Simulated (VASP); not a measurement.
# C (P6_3/mmc) in VASP: further runs

C is run at these levels: PBEsol; tasks: single point, relaxation of cell and atoms.

Everything below comes from runs of VASP 6.6.1. Logs are shortened: lines on timing, memory, paths and dates and some standing lists are left out, and cuts for length are marked.

## (1) The cell of the first run

It takes space group P6_3/mmc (No. 194, hexagonal). Conventional cell: a = 2.459 Å, b = 2.459 Å, c = 7.176 Å, α = 90.00°, β = 90.00°, γ = 120.00°. Within 1.9 Å of C (site symmetry -6m2) lie 3 C at 1.42 Å. C (site symmetry -6m2) has 3 C at 1.42 Å within 1.9 Å.

## (2) Single point, PBEsol

INCAR

```
SYSTEM = C
PREC = Accurate
ENCUT = 520
EDIFF = 1E-7
ISMEAR = -1
SIGMA = 0.05
LREAL = .False.
LASPH = .True.
NELM = 60
ALGO = Normal
ISIF = 2
LWAVE = .False.
LCHARG = .False.
GGA = PS
NBANDS = 16
```

KPOINTS

```
Automatic mesh
0
Gamma
  8 8 3
  0 0 0
```

POSCAR

```
C
1.0
    2.4589457232      0.0000000000      0.0000000000
   -1.2294728616      2.1295094628      0.0000000000
    0.0000000000      0.0000000000      7.1761632397
C
4
Direct
    1.0000000000      1.0000000000      0.2500000000
    0.0000000000      0.0000000000      0.7500000000
    0.3333333333      0.6666666667      0.2500000000
    0.6666666667      0.3333333333      0.7500000000
```

Potentials or basis: VASP PAW PBE potentials, release 64 (C).

Launch:

```bash
$ cat potpaw_PBE.64/C/POTCAR > POTCAR
$ mpirun -np 1 vasp_std > vasp.out
```

OUTCAR:

```text
SYSTEM = C
   PREC = Accurate
   ENCUT = 520
   EDIFF = 1E-7
   ISMEAR = -1
   LREAL = .False.
   LASPH = .True.
   NELM = 60
   ISIF = 2
   GGA = PS

 ion  position               nearest neighbor table
   1  0.000  0.000  0.250-   3 1.42   3 1.42   3 1.42
   2  0.000  0.000  0.750-   4 1.42   4 1.42   4 1.42
   3  0.333  0.667  0.250-   1 1.42   1 1.42   1 1.42
   4  0.667  0.333  0.750-   2 1.42   2 1.42   2 1.42

  LATTYP: Found a hexagonal cell.
 ALAT       =     2.4589457232
 C/A-ratio  =     2.9183902564

  Lattice vectors:

 A1 = (   2.4589457232,   0.0000000000,   0.0000000000)
 A2 = (  -1.2294728616,   2.1295094628,   0.0000000000)
 A3 = (   0.0000000000,   0.0000000000,   7.1761632397)

Analysis of symmetry for initial positions (statically):
=====================================================================
 Subroutine PRICEL returns:
 Original cell was already a primitive cell.

 Routine SETGRP: Setting up the symmetry group for a
 hexagonal supercell.

 Subroutine GETGRP returns: Found 24 space group operations
 (whereof 12 operations were pure point group operations)
 out of a pool of 24 trial point group operations.

The static configuration has the point symmetry D_3d.
 The point group associated with its full space group is D_6h.

Analysis of symmetry for dynamics (positions and initial velocities):
=====================================================================
 Subroutine PRICEL returns:
 Original cell was already a primitive cell.

 Routine SETGRP: Setting up the symmetry group for a
 hexagonal supercell.

 Subroutine GETGRP returns: Found 24 space group operations
 (whereof 12 operations were pure point group operations)
 out of a pool of 24 trial point group operations.

The dynamic configuration has the point symmetry D_3d.
 The point group associated with its full space group is D_6h.

 Subroutine INISYM returns: Found 24 space group operations
 (whereof 12 operations are pure point group operations),
 and found     1 'primitive' translations

----------------------------------------------------------------------------------------
[... 86 lines left out ...]
   ISPIN  =      1    spin polarized calculation?
   LNONCOLLINEAR =      F non collinear calculations
   LSORBIT =      F    spin-orbit coupling
   LASPH  =      T    aspherical Exc in radial PAW
   ENCUT  =  520.0 eV  38.22 Ry    6.18 a.u.   4.57  4.57 13.34*2*pi/ulx,y,z
   NELM   =     60;   NELMIN=  2; NELMDL= -5     # of ELM steps
   EDIFF  = 0.1E-06   stopping-criterion for ELM
   LREAL  =      F    real-space projection
   EDIFFG = 0.1E-05   stopping-criterion for IOM
   NSW    =      0    number of steps for IOM
   IBRION =     -1    ionic relax: 0-MD 1-quasi-New 2-CG
   NFREE  =      0    steps in history (QN), initial steepest desc. (CG)
   ISIF   =      2    stress and relaxation
   ISYM   =      2    0-nonsym 1-usesym 2-fastsym
   POTIM  = 0.5000    time-step for ionic-motion
   TEBEG  =    0.0;   TEEND  =   0.0 temperature during run
   PSTRESS=    0.0 pullay stress
   NELECT =      16.0000    total number of electrons
   NUPDOWN=      -1.0000    fix difference up-down
   EMIN   =  10.00;   EMAX   =-10.00  energy-range for DOS
   EFERMI =   0.00;   METHOD = LEGACY
   ISMEAR =    -1;   SIGMA  =   0.05  broadening in eV -4-tet -1-fermi 0-gaus
   EFERMI_NEDOS =   21; number of points for ismear=-14 and -15
   IALGO  =     38    algorithm
   IMIX   =      4    mixing-type and parameters
     AMIX     =   0.40;   BMIX     =  1.00
     AMIX_MAG =   1.60;   BMIX_MAG =  1.00
  volume/ion in A,a.u.               =       9.39        63.40
  Fermi-wavevector in a.u.,A,eV,Ry     =   1.231614  2.327413 20.638304  1.516873
  Thomas-Fermi vector in A             =   2.366416
   LORBIT       =      0    0 simple, 1 ext, 2 COOP (PROOUT), +10 PAW based schemes
   GGA     = PS    functional components
   LHFCALC =     F    Hartree Fock is set to
   AEXX    =    0.0000 exact exchange contribution
   IVDW    =     0    specifies the selected vdW correction
   LEPSILON=     F    determine dielectric tensor
   LRPA    =     F    only Hartree local field effects (RPA)
 non-spin polarized calculation
  energy-cutoff  :      520.00
  volume of cell :       37.58
 maximum number of plane-waves:      1027
   NGX =  9   NGY =  9   NGZ = 27

 number of electron      15.9999994 magnetization

 Free energy of the ion-electron system (eV)
  ---------------------------------------------------
  ext. energy  EPLUGINS =         0.00000000
  ---------------------------------------------------
  free energy    TOTEN  =       -38.58104885 eV

  energy without entropy =      -38.58104885  energy(sigma->0) =      -38.58104885

 E-fermi :   4.1023     XC(G=0): -10.0871

 val. band max:        3.2317402149   @ k =   0.3750   0.2500   0.0000
 cond. band min:       5.0251249485   @ k =   0.3750   0.2500   0.3333
 fundamental gap:      1.7933847337
 Fermi energy:         4.1022716246

 k-point     1 :       0.0000    0.0000    0.0000
  band No.  band energies     occupation
      1     -15.5480      2.00000
      2     -15.3683      2.00000
      3      -4.2910      2.00000
      4      -2.8798      2.00000
      5       1.0875      2.00000
      6       1.0875      2.00000
[... 357 lines left out ...]
      3      -8.3747      2.00000
      4      -8.3605      2.00000
      5      -5.7183      2.00000
      6      -5.6886      2.00000
[... 8 lines left out ...]
     15      16.9143      0.00000
     16      17.5320      0.00000

------------------------ aborting loop because EDIFF is reached ----------------------------------------

  FORCE on cell =-STRESS in cart. coord.  units (eV):
  Direction    XX          YY          ZZ          XY          YZ          ZX
  --------------------------------------------------------------------------------------
  -------------------------------------------------------------------------------------
  Total        0.2287376      0.2287376     -0.0069924     -0.0000000     -0.0000000      0.0000000
  in kB        9.7527532      9.7527532     -0.2981385     -0.0000000     -0.0000000      0.0000000
  external PRESSURE =       6.4024560 kB  Pullay stress =       0.0000000 kB

 VOLUME and BASIS-vectors are now :
 -----------------------------------------------------------------------------
  energy-cutoff  :      520.00
  volume of cell :       37.58
      direct lattice vectors                 reciprocal lattice vectors
     2.458945723  0.000000000  0.000000000     0.406678354  0.234795857  0.000000000
    -1.229472862  2.129509463  0.000000000     0.000000000  0.469591715  0.000000000
     0.000000000  0.000000000  7.176163240     0.000000000  0.000000000  0.139350230

 POSITION                                       TOTAL-FORCE (eV/Angst)
 -----------------------------------------------------------------------------------
      0.00000      0.00000      1.79404        -0.000000      0.000000     -0.000000
      0.00000      0.00000      5.38212         0.000000     -0.000000     -0.000000
     -0.00000      1.41967      1.79404         0.000000     -0.000000     -0.000000
      1.22947      0.70984      5.38212        -0.000000      0.000000      0.000000
 -----------------------------------------------------------------------------------
    total drift:                                0.000000     -0.000000      0.000000

  FREE ENERGIE OF THE ION-ELECTRON SYSTEM (eV)
  ---------------------------------------------------
  free  energy   TOTEN  =       -38.5810488526 eV

  energy  without entropy=      -38.5810488480  energy(sigma->0) =      -38.58104885
```

OSZICAR:

```text
N       E                     dE             d eps       ncg     rms          rms(c)
DAV:   1     0.369963464395E+02    0.36996E+02   -0.78733E+03   640   0.916E+02
DAV:   2    -0.380832738724E+02   -0.75080E+02   -0.69355E+02   920   0.194E+02
DAV:   3    -0.409880449708E+02   -0.29048E+01   -0.28919E+01   808   0.362E+01
DAV:   4    -0.410131080549E+02   -0.25063E-01   -0.25052E-01   832   0.399E+00
DAV:   5    -0.410135283519E+02   -0.42030E-03   -0.42029E-03   776   0.489E-01    0.908E+00
DAV:   6    -0.391671925566E+02    0.18463E+01   -0.12471E+00   752   0.696E+00    0.527E+00
DAV:   7    -0.385753332138E+02    0.59186E+00   -0.15250E+00   776   0.781E+00    0.136E+00
DAV:   8    -0.385821570436E+02   -0.68238E-02   -0.68816E-02   728   0.158E+00    0.272E-01
DAV:   9    -0.385808418958E+02    0.13151E-02   -0.19865E-03   792   0.302E-01    0.995E-02
DAV:  10    -0.385810528526E+02   -0.21096E-03   -0.74498E-04   696   0.164E-01    0.720E-02
DAV:  11    -0.385810474956E+02    0.53571E-05   -0.30191E-05   800   0.361E-02    0.120E-02
DAV:  12    -0.385810487785E+02   -0.12829E-05   -0.13902E-06   776   0.831E-03    0.359E-03
DAV:  13    -0.385810489390E+02   -0.16056E-06   -0.29060E-07   768   0.407E-03    0.734E-04
DAV:  14    -0.385810488526E+02    0.86384E-07   -0.26294E-08   600   0.118E-03
   1 F= -.38581049E+02 E0= -.38581049E+02  d E =-.465051E-08
```

Run time: 14 s. Hardware: 1 thread of Intel Xeon 6975P-C, shared host; peak memory 0.14 GiB.

What came out:

```yaml
Free_energy: -38.5810 eV
Pressure: 0.6 GPa
Band_gap_on_the_k_mesh: 1.79 eV, indirect (least direct gap 1.82 eV)
```

Caveat: the PAW data sets were made with another functional, which shifts forces and pressure a little; this functional lacks dispersion, which binds the layers, so the pressure and a relaxed spacing across them are unreliable. A k mesh can miss the band edges.

## (3) Relaxation of cell and atoms, PBEsol

This run uses another cell than the first one, of 8.82 Å³/atom, 0.939 times its volume.

INCAR

```
SYSTEM = C
ALGO = Normal
EDIFF = 1E-6
EDIFFG = -0.01
ENCUT = 600
GGA = PS
IBRION = 2
ISIF = 3
ISMEAR = -1
LASPH = .True.
LCHARG = .False.
LREAL = .False.
LWAVE = .False.
NELM = 100
NSW = 80
PREC = Accurate
SIGMA = 0.05
```

KPOINTS

```
k-points
0
Gamma
  8 8 3
  0 0 0
```

POSCAR

```
C
1.0
    2.4640014744      0.0000000000      0.0000000000
   -1.2320007372      2.1338878718      0.0000000000
    0.0000000000      0.0000000000      6.7110000000
C
4
Direct
    0.0000000000      0.0000000000      0.2500000000
    0.0000000000      0.0000000000      0.7500000000
    0.3333333333      0.6666666667      0.2500000000
    0.6666666667      0.3333333333      0.7500000000
```

Potentials or basis: VASP PAW PBE potentials, release 64 (C).

Launch:

```bash
$ cat potpaw_PBE.64/C/POTCAR > POTCAR
$ mpirun -np 1 vasp_std > vasp.out
```

OUTCAR:

```text
SYSTEM = C
   EDIFF = 1E-6
   EDIFFG = -0.01
   ENCUT = 600
   GGA = PS
   IBRION = 2
   ISIF = 3
   ISMEAR = -1
   LASPH = .True.
   LREAL = .False.
   NELM = 100
   NSW = 80
   PREC = Accurate

 ion  position               nearest neighbor table
   1  0.000  0.000  0.250-   3 1.42   3 1.42   3 1.42
   2  0.000  0.000  0.750-   4 1.42   4 1.42   4 1.42
   3  0.333  0.667  0.250-   1 1.42   1 1.42   1 1.42
   4  0.667  0.333  0.750-   2 1.42   2 1.42   2 1.42

  LATTYP: Found a hexagonal cell.
 ALAT       =     2.4640014744
 C/A-ratio  =     2.7236185001

  Lattice vectors:

 A1 = (   2.4640014744,   0.0000000000,   0.0000000000)
 A2 = (  -1.2320007372,   2.1338878718,   0.0000000000)
 A3 = (   0.0000000000,   0.0000000000,   6.7110000000)

Analysis of symmetry for initial positions (statically):
=====================================================================
 Subroutine PRICEL returns:
 Original cell was already a primitive cell.

 Routine SETGRP: Setting up the symmetry group for a
 hexagonal supercell.

[... 159 lines left out ...]

 number of electron      16.0000002 magnetization

 Free energy of the ion-electron system (eV)
  ---------------------------------------------------
  ext. energy  EPLUGINS =         0.00000000
  ---------------------------------------------------
  free energy    TOTEN  =       -38.58144085 eV

  energy without entropy =      -38.58144085  energy(sigma->0) =      -38.58144085

------------------------ aborting loop because EDIFF is reached ----------------------------------------

  FORCE on cell =-STRESS in cart. coord.  units (eV):
  Direction    XX          YY          ZZ          XY          YZ          ZX
  --------------------------------------------------------------------------------------
  -------------------------------------------------------------------------------------
  Total       -0.4736473     -0.4736473      0.2012365     -0.0000000     -0.0000000      0.0000000
  in kB      -21.5063095    -21.5063095      9.1372928     -0.0000000     -0.0000000      0.0000000
  external PRESSURE =     -11.2917754 kB  Pullay stress =       0.0000000 kB
[... 291 lines left out ...]
--------------------------------------- Ionic step        9  -------------------------------------------

 number of electron      16.0000000 magnetization

 Free energy of the ion-electron system (eV)
  ---------------------------------------------------
  ext. energy  EPLUGINS =         0.00000000
  ---------------------------------------------------
  free energy    TOTEN  =       -38.58657057 eV

  energy without entropy =      -38.58657056  energy(sigma->0) =      -38.58657057

 E-fermi :   4.2714     XC(G=0): -10.2288

 val. band max:        3.4082918758   @ k =   0.3750   0.2500   0.0000
 cond. band min:       5.1822682502   @ k =   0.3750   0.2500   0.3333
 fundamental gap:      1.7739763744
 Fermi energy:         4.2713724268

 k-point     1 :       0.0000    0.0000    0.0000
  band No.  band energies     occupation
      1     -15.3921      2.00000
      2     -15.1796      2.00000
      3      -4.1963      2.00000
      4      -2.6185      2.00000
      5       1.2482      2.00000
      6       1.2482      2.00000
      7       1.2594      2.00000
      8       1.2594      2.00000
      9       7.9278      0.00000
     10      12.5708      0.00000
     11      12.5712      0.00000
     12      12.6056      0.00000
[... 314 lines left out ...]
  FREE ENERGIE OF THE ION-ELECTRON SYSTEM (eV)
  ---------------------------------------------------
  free  energy   TOTEN  =       -38.5865705695 eV

  energy  without entropy=      -38.5865705642  energy(sigma->0) =      -38.58657057

 reached required accuracy - stopping structural energy minimisation
```

OSZICAR:

```text
N       E                     dE             d eps       ncg     rms          rms(c)
DAV:   1     0.573793639465E+02    0.57379E+02   -0.88221E+03   480   0.137E+03
DAV:   2    -0.365780905310E+02   -0.93957E+02   -0.85524E+02   648   0.246E+02
DAV:   3    -0.408550904297E+02   -0.42770E+01   -0.42395E+01   612   0.536E+01
[... 70 lines left out ...]
DAV:   2    -0.385884333442E+02    0.39815E-02   -0.53419E-03   568   0.570E-01    0.174E-01
DAV:   3    -0.385865770678E+02    0.18563E-02   -0.56680E-03   556   0.521E-01    0.450E-02
DAV:   4    -0.385865796548E+02   -0.25870E-05   -0.24366E-04   512   0.116E-01    0.152E-02
DAV:   5    -0.385865700617E+02    0.95932E-05   -0.28562E-05   600   0.409E-02    0.336E-03
DAV:   6    -0.385865705695E+02   -0.50784E-06   -0.12522E-06   488   0.877E-03
   9 F= -.38586571E+02 E0= -.38586571E+02  d E =-.683751E-04
```

Wall time 72 s (1 thread of Intel Xeon 6975P-C, shared host); peak memory 0.15 GiB.

Results:

```yaml
Free_energy: -38.5866 eV
Relaxed_volume: 9.21 Å³/atom
Relaxed_cell: a = 2.460 Å, b = 2.460 Å, c = 7.032 Å, α = 90.00°, β = 90.00°, γ = 120.00°
Space_group_after_relaxing_to_0.05_Å: P6_3/mmc (No. 194)
Energy_gained_by_relaxing: 1.3 meV/atom
Ionic_steps: 9
Pressure_after_relaxing: 0.0 GPa
Band_gap_on_the_k_mesh: 1.77 eV, indirect (least direct gap 1.80 eV)
```

The path:
| step | energy change (eV) | largest force (eV/Å) | pressure (GPa) | volume (Å³) |
| --- | --- | --- | --- | --- |
| 1 | 0.0000 | 0.0000 | -1.13 | 35.29 |
| 2 | 0.0032 | 0.0000 | 3.67 | 34.97 |
| 3 | -0.0010 | 0.0000 | 0.40 | 35.18 |
| 4 | -0.0014 | 0.0000 | 0.36 | 35.26 |
| 5 | -0.0024 | 0.0000 | 0.28 | 35.49 |
| 6 | -0.0039 | 0.0000 | 0.04 | 35.94 |
| 7 | -0.0051 | 0.0000 | -0.36 | 36.86 |
| 8 | -0.0027 | 0.0000 | 2.38 | 36.83 |
| 9 | -0.0051 | 0.0000 | 0.05 | 36.85 |

Final structure:
```
C
1.0
     2.45999    0.00000    0.00000
    -1.23000    2.13042    0.00000
     0.00000    0.00000    7.03194
C
4
Direct
  0.00000 0.00000 0.25000
  0.00000 0.00000 0.75000
  0.33333 0.66667 0.25000
  0.66667 0.33333 0.75000
```

Caveat: the PAW data sets were made with another functional, which shifts forces and pressure a little; this functional lacks dispersion, which binds the layers, so the pressure and a relaxed spacing across them are unreliable.

## (4) Single point, PBEsol (volume scaled by 0.88)

INCAR

```
ALGO = Normal
EDIFF = 1E-6
ENCUT = 520
GGA = PS
ISIF = 2
ISMEAR = -1
LASPH = T
LCHARG = T
LELF = T
LREAL = F
LVHAR = T
LWAVE = F
NBANDS = 16
NELM = 80
PREC = Accurate
SIGMA = 0.05
```

KPOINTS

```
k-points
0
Gamma
  14 14 4
```

POSCAR

```
C
1.0
    2.3563682731      0.0000000000      0.0000000000
   -1.1781841366      2.0406747852      0.0000000000
    0.0000000000      0.0000000000      6.8768022088
C
4
Direct
    1.0000000000      1.0000000000      0.2500000000
    0.0000000000      0.0000000000      0.7500000000
    0.3333333333      0.6666666667      0.2500000000
    0.6666666667      0.3333333333      0.7500000000
```

Launch:

```bash
$ cat potpaw_PBE.64/C/POTCAR > POTCAR
$ mpirun -np 1 vasp_std > vasp.out
```

Wall time 59 s (1 thread of Intel Xeon 6975P-C, shared host); peak memory 0.15 GiB.

It converged, with:

| Quantity | Value |
| --- | --- |
| Free energy | -38.0216 eV |
| Pressure | 42.8 GPa |
| Band gap on the k mesh | 1.10 eV, direct |

Stress tensor (GPa, compression positive):
```
63.96  0.00  0.00
 0.00 63.96  0.00
 0.00  0.00  0.53
```

Levels at points of the mesh, in eV from the valence-band top:
```
           k point  band 5  band 6  band 7  band 8  band 9  band 10  band 11  band 12
(0.00, 0.00, 0.00)   -2.40   -2.40   -2.39   -2.39    3.82     9.73     9.73     9.77
(0.50, 0.00, 0.00)   -6.26   -6.23   -2.47   -1.89    1.97     2.66     9.10     9.43
(0.00, 0.00, 0.50)   -2.39   -2.39   -2.39   -2.39    6.27     6.27     9.75     9.75
(0.50, 0.00, 0.50)   -6.24   -6.24   -2.14   -2.14    2.16     2.16     9.26     9.26
```

Caveat: the cell differs from its parent crystal (volume scaled by 0.88); the PAW data sets were made with another functional, which shifts forces and pressure a little; this functional lacks dispersion, which binds the layers, so the pressure and a relaxed spacing across them are unreliable. A k mesh can miss the band edges.

## (5) Overview

```tsv
task	cell	k mesh	cutoff (eV)	gap on the mesh (eV)	pressure (GPa)
single point	a = 2.459, b = 2.459, c = 7.176 Å, angles 90.0, 90.0, 120.0°, 4 atoms	8 × 8 × 3	520	1.79	0.6
relaxation of cell and atoms	relaxed from a = 2.464, b = 2.464, c = 6.711 Å, angles 90.0, 90.0, 120.0°, 4 atoms	8 × 8 × 3	600	1.77	0.0
single point	a = 2.356, b = 2.356, c = 6.877 Å, angles 90.0, 90.0, 120.0°, 4 atoms	14 × 14 × 4	520	1.10	42.8
```

Alike in all rows: level PBEsol; potentials or basis VASP PAW PBE potentials, release 64 (C); no spin polarisation; smearing fermi-dirac 0.05 eV.

Caveats: the PAW data sets were made with another functional, which shifts forces and pressure a little; this functional lacks dispersion, which binds the layers, so the pressure and a relaxed spacing across them are unreliable.

Total energies depend on the potentials used, so only differences within one code and one set of settings carry meaning.
